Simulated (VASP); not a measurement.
Wanted: the native input for a VASP 6.6.1 run.

| Item | Value |
| --- | --- |
| Task | single point |
| Functional | PBE |
| Potentials or basis | VASP PAW PBE potentials, release 64 (Cd, O) |
| Cutoff | 520 eV |
| k mesh | 12 × 12 × 2 |
| Occupations | gaussian, width 0.1 eV |
| Spin | no spin polarisation |
| Dipole correction | no |
| Further INCAR settings | ALGO = Normal; EDIFF = 1e-06; NBANDS = 52 |

The structure of Cd3O lies in POSCAR:

```
Cd3O
1.0
    3.3556305970      0.0000000000      0.0000000000
   -1.6778152985      2.9060613427      0.0000000000
    0.0000000000      0.0000000000     15.1398723394
Cd O
6 2
Direct
    0.0000000000      0.0000000000      0.0000000000
    0.3333333333      0.6666666667      0.1852324426
    0.6666666667      0.3333333333      0.8147675574
    0.0000000000      0.0000000000      0.5000000000
    0.6666666667      0.3333333333      0.3425848871
    0.3333333333      0.6666666667      0.6574151129
    0.6666666667      0.3333333333      0.0919576571
    0.3333333333      0.6666666667      0.9080423429
```

These files were run (other wordings do the same):

INCAR

```
PREC     = Accurate       # precision mode
ENCUT    = 520            # plane-wave cutoff, eV
EDIFF    = 1E-6           # SCF threshold, eV
ISMEAR   = 0              # smearing method
SIGMA    = 0.1            # smearing width, eV
LREAL    = False          # projectors in reciprocal space
LASPH    = True           # aspherical terms in the spheres
NELM     = 80             # most SCF steps
ALGO     = Normal         # electronic algorithm
ISIF     = 2              # what is computed and relaxed
LWAVE    = False          # write WAVECAR
LCHARG   = False          # write CHGCAR
GGA      = PE             # functional
NBANDS   = 52             # bands
```

KPOINTS

```
Automatic mesh
0
Gamma
  12 12 2
```

Potentials or basis: VASP PAW PBE potentials, release 64 (Cd, O).

Launch:

```bash
$ cat potpaw_PBE.64/Cd/POTCAR potpaw_PBE.64/O/POTCAR > POTCAR
$ mpirun -np 1 vasp_std > vasp.out
```

Results of the run:

```yaml
Pressure: 0.6 GPa
Largest_force: 0.056 eV/Å
Band_gap_on_the_k_mesh: zero (bands 42 and 43 overlap by 1.89 eV)
```

Wall time 5 min on 1 thread of Intel(R) Xeon(R) Platinum 8259CL CPU @ 2.50GHz (Skylake/Cascade Lake), on a shared host, peak memory 0.42 GiB.
